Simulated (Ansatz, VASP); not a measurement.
# AlRu in VASP and in Ansatz

```
Al Ru
1.0
     0.00000    2.76639    2.76639
     2.76639    0.00000    2.76639
     2.76639    2.76639    0.00000
Al Ru
1 1
Direct
  0.75000 0.75000 0.75000
  0.00000 0.00000 0.00000
```

Alike in both runs: task single point; functional PBE; k mesh 18 × 18 × 18; occupations gaussian, width 0.1 eV; collinear spin.

```csv
,VASP,Ansatz
version,VASP 6.6.1,Ansatz 0.2.0
potentials or method,"VASP PAW PBE potentials, release 64 (Al, Ru_pv), cutoff 520 eV","scalar-relativistic, plane waves, PAW"
valence electrons in the cell,17,19
```

```tsv
	VASP	Ansatz	Ansatz less VASP
gap on the k mesh at the Fermi level (eV)	none	none	-
pressure (GPa)	0.1	0.0	-0.05
net moment per atom (μB)	0.39	0.38	-0.001
size of the moment on the site where the two differ most (μB)	0.72	0.62	-0.109
```

Site moments also hang on the region over which each program counts them. A gap of «none» marks a metal or a gap that the smearing closes. With one functional, cell and mesh, what is left measures potentials, basis and numerics. VASP's potentials hold 17 valence electrons a cell and Ansatz's 19, so a difference there can come from the potentials and not from the codes. Ansatz's warnings: stability check not made.
